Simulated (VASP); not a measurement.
Write the native input for VASP 6.6.1 that does the following.

| Property | Result |
| --- | --- |
| Task | single point |
| Functional | r2SCAN |
| Potentials or basis | VASP PAW PBE potentials, release 64 (Al) |
| Cutoff | 520 eV |
| k mesh | 20 × 20 × 20 |
| Occupations | gaussian, width 0.2 eV |
| Spin | no spin polarisation |
| Dipole correction | no |
| Further INCAR settings | ALGO = Normal; EDIFF = 1e-06; NBANDS = 8 |

Al:

```xyz
1
Lattice="0.0000 2.0240 2.1454 2.0240 0.0000 2.1454 2.0240 2.0240 0.0000" Properties=species:S:1:pos:R:3 pbc="T T T"
Al    0.0000    0.0000    0.0000
```

This cell differs from its parent crystal: strain +0.0600 x Voigt [0, 0, 1, 0, 0, 0].

One way to write it, as run:

POSCAR

```
Al
1.0
    0.0000000000      2.0239800000      2.1454188000
    2.0239800000      0.0000000000      2.1454188000
    2.0239800000      2.0239800000      0.0000000000
Al
1
Direct
    0.0000000000      0.0000000000      0.0000000000
```

INCAR.step1

```
SYSTEM = Al
  ALGO = Normal
  EDIFF = 1E-4
  ENCUT = 520
  GGA = PE
  ISMEAR = 0
  LASPH = .TRUE.
  LCHARG = .FALSE.
  LREAL = .FALSE.
  LWAVE = .TRUE.
  NBANDS = 8
  NELM = 60
  PREC = Accurate
  SIGMA = 0.2
```

INCAR.step2

```
SYSTEM = Al
  ALGO = Normal
  EDIFF = 1E-6
  ENCUT = 520
  ISIF = 2
  ISMEAR = 0
  ISTART = 1
  LASPH = .TRUE.
  LCHARG = .FALSE.
  LMIXTAU = .TRUE.
  LREAL = .FALSE.
  LWAVE = .FALSE.
  METAGGA = R2SCAN
  NBANDS = 8
  NELM = 60
  PREC = Accurate
  SIGMA = 0.2
```

KPOINTS

```
k-points
0
G
  20 20 20
  0 0 0
```

Potentials or basis: VASP PAW PBE potentials, release 64 (Al).

Command:

```bash
$ cat potpaw_PBE.64/Al/POTCAR > POTCAR
$ cp INCAR.step1 INCAR
$ mpirun -np 1 vasp_std > vasp.out
$ cp INCAR.step2 INCAR
$ mpirun -np 1 vasp_std > vasp.out
```

It gave:

- Pressure: -7.3 GPa
- Band gap on the k mesh: zero (an odd number of electrons rules out a gap without spin polarisation)

Caveat: the cell differs from its parent crystal (strain +0.0600 x Voigt [0, 0, 1, 0, 0, 0]); the cell stands under tension; the PAW data sets were made with another functional, which shifts forces and pressure a little.

It took 79 s on 1 thread of Intel(R) Xeon(R) 6975P-C (Granite Rapids), on a shared host, peak memory 0.19 GiB.
